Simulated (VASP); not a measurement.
# Al (I4/mmm) in VASP: notebook

Al is run at these levels: PBEsol+D3(BJ); tasks: single point.

Everything below comes from runs of VASP 6.6.1. Logs are shortened: lines on timing, memory, paths and dates and some standing lists are left out, and cuts for length are marked.

## Step 1: The cell of the first run

The structure is tetragonal, space group I4/mmm (No. 139). The conventional cell has a = 3.235 Å, b = 3.235 Å, c = 2.973 Å, α = 90.00°, β = 90.00°, γ = 90.00°. Within 3.6 Å of Al (site symmetry 4/mmm) lie 14 Al at 2.73 to 3.23 Å.

## Step 2: Single point, PBEsol+D3(BJ)

Contents of INCAR:

```
PREC = Accurate
ENCUT = 520
EDIFF = 1E-6
ISMEAR = 0
SIGMA = 0.15
LREAL = False
LASPH = True
NELM = 100
ALGO = Fast
ISIF = 2
LWAVE = False
LCHARG = False
GGA = PS
IVDW = 12
NBANDS = 8
```

Contents of KPOINTS:

```
Automatic mesh
0
Gamma
  28 28 28
```

Contents of POSCAR:

```
Al
1.0
    0.0000000000      2.2872179307      1.4866916549
    2.2872179307      0.0000000000      1.4866916549
    2.2872179307      2.2872179307      0.0000000000
Al
1
Direct
    0.0000000000      0.0000000000      0.0000000000
```

Potentials or basis: VASP PAW PBE potentials, release 64 (Al).

Launch:

```sh
cat potpaw_PBE.64/Al/POTCAR > POTCAR
mpirun -np 1 vasp_std > vasp.out
```

OUTCAR:

```text
PREC = Accurate
   ENCUT = 520
   EDIFF = 1E-6
   ISMEAR = 0
   LREAL = False
   LASPH = True
   NELM = 100
   ISIF = 2
   GGA = PS
   IVDW = 12
 IVDW          = 12

 ion  position               nearest neighbor table
   1  0.000  0.000  0.000-

  LATTYP: Found a body centered tetragonal cell.
 ALAT       =     3.2346146177
 C/A-ratio  =     0.9192388155

  Lattice vectors:

 A1 = (   0.0000000000,  -2.2872179307,  -1.4866916549)
 A2 = (   0.0000000000,   2.2872179307,  -1.4866916549)
 A3 = (   2.2872179307,   0.0000000000,   1.4866916549)

Analysis of symmetry for initial positions (statically):
=====================================================================
 Subroutine PRICEL returns:
 Original cell was already a primitive cell.

 Routine SETGRP: Setting up the symmetry group for a
 body centered tetragonal supercell.

 Subroutine GETGRP returns: Found 16 space group operations
 (whereof 16 operations were pure point group operations)
 out of a pool of 16 trial point group operations.

The static configuration has the point symmetry D_4h.

Analysis of symmetry for dynamics (positions and initial velocities):
=====================================================================
 Subroutine PRICEL returns:
 Original cell was already a primitive cell.

 Routine SETGRP: Setting up the symmetry group for a
 body centered tetragonal supercell.

 Subroutine GETGRP returns: Found 16 space group operations
 (whereof 16 operations were pure point group operations)
 out of a pool of 16 trial point group operations.

The dynamic configuration has the point symmetry D_4h.

 Subroutine INISYM returns: Found 16 space group operations
 (whereof 16 operations are pure point group operations),
 and found     1 'primitive' translations

----------------------------------------------------------------------------------------

                                     Primitive cell

  volume of cell :      15.5549

  direct lattice vectors                    reciprocal lattice vectors
     0.000000000  2.287217931  1.486691655    -0.218606191  0.218606191  0.336317217
     2.287217931  0.000000000  1.486691655     0.218606191 -0.218606191  0.336317217
     2.287217931  2.287217931  0.000000000     0.218606191  0.218606191 -0.336317217

  length of vectors
     2.727932906  2.727932906  3.234614618     0.456822289  0.456822289  0.456822289

  position of ions in fractional coordinates (direct lattice)
     0.000000000  0.000000000  0.000000000
[... 78 lines left out ...]
   EDIFFG = 0.1E-04   stopping-criterion for IOM
   NSW    =      0    number of steps for IOM
   IBRION =     -1    ionic relax: 0-MD 1-quasi-New 2-CG
   NFREE  =      0    steps in history (QN), initial steepest desc. (CG)
   ISIF   =      2    stress and relaxation
   ISYM   =      2    0-nonsym 1-usesym 2-fastsym
   POTIM  = 0.5000    time-step for ionic-motion
   TEBEG  =    0.0;   TEEND  =   0.0 temperature during run
   PSTRESS=    0.0 pullay stress
   NELECT =       3.0000    total number of electrons
   NUPDOWN=      -1.0000    fix difference up-down
   EMIN   =  10.00;   EMAX   =-10.00  energy-range for DOS
   EFERMI =   0.00;   METHOD = LEGACY
   ISMEAR =     0;   SIGMA  =   0.15  broadening in eV -4-tet -1-fermi 0-gaus
   EFERMI_NEDOS =   21; number of points for ismear=-14 and -15
   IALGO  =     68    algorithm
   IMIX   =      4    mixing-type and parameters
     AMIX     =   0.40;   BMIX     =  1.00
     AMIX_MAG =   1.60;   BMIX_MAG =  1.00
  volume/ion in A,a.u.               =      15.55       104.97
  Fermi-wavevector in a.u.,A,eV,Ry     =   0.945859  1.787415 12.172452  0.894650
  Thomas-Fermi vector in A             =   2.073802
   LORBIT       =      0    0 simple, 1 ext, 2 COOP (PROOUT), +10 PAW based schemes
   GGA     = PS    functional components
   LHFCALC =     F    Hartree Fock is set to
   AEXX    =    0.0000 exact exchange contribution
   IVDW    =    12    specifies the selected vdW correction
   LEPSILON=     F    determine dielectric tensor
   LRPA    =     F    only Hartree local field effects (RPA)
 non-spin polarized calculation
 RMM-DIIS sequential band-by-band and
 Gauss-broadening in eV      SIGMA  =   0.15
  energy-cutoff  :      520.00
  volume of cell :       15.55
 maximum number of plane-waves:       433
   NGX = 11   NGY = 11   NGZ = 13

 number of electron       3.0000000 magnetization

 Free energy of the ion-electron system (eV)
  ---------------------------------------------------
  ext. energy  EPLUGINS =         0.00000000
  ---------------------------------------------------
  free energy    TOTEN  =        -3.98713260 eV

  energy without entropy =       -3.98265033  energy(sigma->0) =       -3.98489146

 E-fermi :   8.5852     XC(G=0): -10.4769

 val. band max:        8.5827024301   @ k =  -0.4643   0.0357   0.2500
 cond. band min:       8.5863501269   @ k =  -0.1071   0.3571   0.2500
 fundamental gap:      0.0036476968
 Fermi energy:         8.5851675828

 k-point     1 :       0.0000    0.0000    0.0000
  band No.  band energies     occupation
      1      -2.9629      2.00000
      2      20.8696      0.00000
      3      22.9994      0.00000
      4      22.9994      0.00000
      5      23.4415      0.00000
      6      23.4415      0.00000
      7      24.0795      0.00000
      8      24.9121      0.00000
[... 243 lines left out ...]
 k-point    24 :       0.3214    0.0357    0.0000
  band No.  band energies     occupation
      1       0.2868      2.00000
      2      10.5934      0.00000
      3      16.8499      0.00000
      4      17.9739      0.00000
      5      18.9991      0.00000
      6      21.1083      0.00000
      7      25.9785      0.00000
      8      30.9445      0.00000

 [... further k-points ...]

------------------------ aborting loop because EDIFF is reached ----------------------------------------

 Edisp (eV)   -0.33728

 E8    (eV) :    -0.2272

  FORCE on cell =-STRESS in cart. coord.  units (eV):
  Direction    XX          YY          ZZ          XY          YZ          ZX
  --------------------------------------------------------------------------------------
  -------------------------------------------------------------------------------------
  Total       0.25242     0.25242     0.04955     0.00000    -0.00000    -0.00000
  in kB      25.99920    25.99920     5.10381     0.00000    -0.00000    -0.00000
  external pressure =       19.03 kB  Pullay stress =        0.00 kB

 VOLUME and BASIS-vectors are now :
 -----------------------------------------------------------------------------
  energy-cutoff  :      520.00
  volume of cell :       15.55
      direct lattice vectors                 reciprocal lattice vectors
     0.000000000  2.287217931  1.486691655    -0.218606191  0.218606191  0.336317217
     2.287217931  0.000000000  1.486691655     0.218606191 -0.218606191  0.336317217
     2.287217931  2.287217931  0.000000000     0.218606191  0.218606191 -0.336317217

 POSITION                                       TOTAL-FORCE (eV/Angst)
 -----------------------------------------------------------------------------------
      0.00000      0.00000      0.00000         0.000000      0.000000     -0.000000
 -----------------------------------------------------------------------------------
    total drift:                               -0.000000      0.000000      0.000000

  FREE ENERGIE OF THE ION-ELECTRON SYSTEM (eV)
  ---------------------------------------------------
  free  energy   TOTEN  =        -4.3244172686 eV

  energy  without entropy=       -4.3199349997  energy(sigma->0) =       -4.32217613
```

OSZICAR:

```text
N       E                     dE             d eps       ncg     rms          rms(c)
DAV:   1    -0.256448671734E+01   -0.25645E+01   -0.88347E+02 26304   0.206E+02
DAV:   2    -0.401094632212E+01   -0.14465E+01   -0.14060E+01 36568   0.193E+01
DAV:   3    -0.401806183685E+01   -0.71155E-02   -0.71100E-02 32528   0.149E+00
DAV:   4    -0.401807993652E+01   -0.18100E-04   -0.18100E-04 39096   0.668E-02
DAV:   5    -0.401807998672E+01   -0.50199E-07   -0.49292E-07 32792   0.222E-03    0.146E+00
RMM:   6    -0.399940869756E+01    0.18671E-01   -0.14898E-03 26231   0.186E-01    0.837E-01
RMM:   7    -0.398711250532E+01    0.12296E-01   -0.43763E-03 30229   0.313E-01    0.138E-01
RMM:   8    -0.398712996676E+01   -0.17461E-04   -0.28194E-04 29006   0.998E-02    0.319E-02
RMM:   9    -0.398713444444E+01   -0.44777E-05   -0.37645E-05 29513   0.390E-02    0.175E-02
RMM:  10    -0.398713151452E+01    0.29299E-05   -0.47472E-06 30052   0.127E-02    0.741E-02
RMM:  11    -0.398713287241E+01   -0.13579E-05   -0.12107E-06 25922   0.710E-03    0.136E-02
RMM:  12    -0.398713259592E+01    0.27649E-06   -0.21939E-07 18786   0.281E-03
   1 F= -.43244173E+01 E0= -.43221761E+01  d E =-.448227E-02
```

stdout:

```text
POSCAR found type information on POSCAR Al
 POSCAR found :  1 types and       1 ions
 scaLAPACK will be used
 -----------------------------------------------------------------------------
|                                                                             |
|                                                                             |
|     You enforced a specific xc type in the INCAR file but a different       |
|     I HOPE YOU KNOW WHAT YOU ARE DOING!                                     |
|                                                                             |
 -----------------------------------------------------------------------------

 LDA part: xc-table for (Slater+PW92), standard interpolation
 POSCAR, INCAR and KPOINTS ok, starting setup
 FFT: planning ... GRIDC
 FFT: planning ... GRID_SOFT
 FFT: planning ... GRID
 WAVECAR not read
 entering main loop
```

Wall time 1.7 min (1 thread of Intel Xeon 6975P-C, shared host); peak memory 0.29 GiB.

Results:

* Free energy: -4.3244 eV
* Pressure: 1.9 GPa
* Dispersion energy per atom: -0.337 eV

Levels at points of the mesh, in eV from the Fermi level:
```tsv
k point	band 1	band 2	band 3	band 4
(0.00, 0.00, 0.00)	-11.55	12.28	14.41	14.41
(0.50, 0.00, 0.00)	-4.38	-3.63	7.83	8.12
(0.50, 0.50, 0.00)	1.18	1.18	2.42	2.87
(0.50, 0.00, 0.50)	-4.82	-4.46	9.73	9.86
```

Caveat: the PAW data sets were made with another functional, which shifts forces and pressure a little; pairwise dispersion overbinds metals, which lowers pressure and volume.

## Step 3: Single point, PBEsol+D3(BJ)

This run uses another cell than the first one, of the same volume but with other edges.

Contents of INCAR:

```
ALGO     = Fast           # electronic algorithm
EDIFF    = 1E-6           # SCF threshold, eV
ENCUT    = 520            # plane-wave cutoff, eV
GGA      = PS             # functional
ISIF     = 2              # what is computed and relaxed
ISMEAR   = 0              # smearing method
IVDW     = 12             # dispersion correction
LASPH    = True           # aspherical terms in the spheres
LCHARG   = False          # write CHGCAR
LREAL    = False          # projectors in reciprocal space
LWAVE    = False          # write WAVECAR
NBANDS   = 8              # bands
NELM     = 100            # most SCF steps
PREC     = Accurate       # precision mode
SIGMA    = 0.15           # smearing width, eV
```

Contents of KPOINTS:

```
k-points
0
Gamma
  28 28 28
```

Contents of POSCAR:

```
Al
1.0
    0.0000000000      1.7308054188      2.5962081282
    1.7308054188      0.0000000000      2.5962081282
    1.7308054188      1.7308054188      0.0000000000
Al
1
Direct
    0.0000000000      0.0000000000      0.0000000000
```

Potentials or basis: VASP PAW PBE potentials, release 64 (Al).

Launch:

```sh
cat potpaw_PBE.64/Al/POTCAR > POTCAR
mpirun -np 1 vasp_std > vasp.out
```

Wall time 63 s (1 thread of Intel Xeon 6975P-C, shared host); peak memory 0.29 GiB.

It converged, with:

- Free energy: -3.9132 eV
- Pressure: 14.7 GPa
- Dispersion energy per atom: -0.337 eV

Stress tensor (GPa, compression positive):
```
 29.18   0.00   0.00
  0.00  29.18   0.00
  0.00   0.00 -14.29
```

Levels at points of the mesh, in eV from the Fermi level:
| k point | band 1 | band 2 | band 3 | band 4 |
| --- | --- | --- | --- | --- |
| (0.00, 0.00, 0.00) | -11.42 | 8.99 | 9.12 | 11.45 |
| (0.50, 0.00, 0.00) | -4.46 | -3.71 | 5.74 | 6.55 |
| (0.50, 0.50, 0.00) | -6.56 | -5.48 | 8.89 | 11.93 |
| (0.50, 0.00, 0.50) | -0.53 | 1.32 | 3.33 | 5.66 |

Caveat: the PAW data sets were made with another functional, which shifts forces and pressure a little; pairwise dispersion overbinds metals, which lowers pressure and volume.
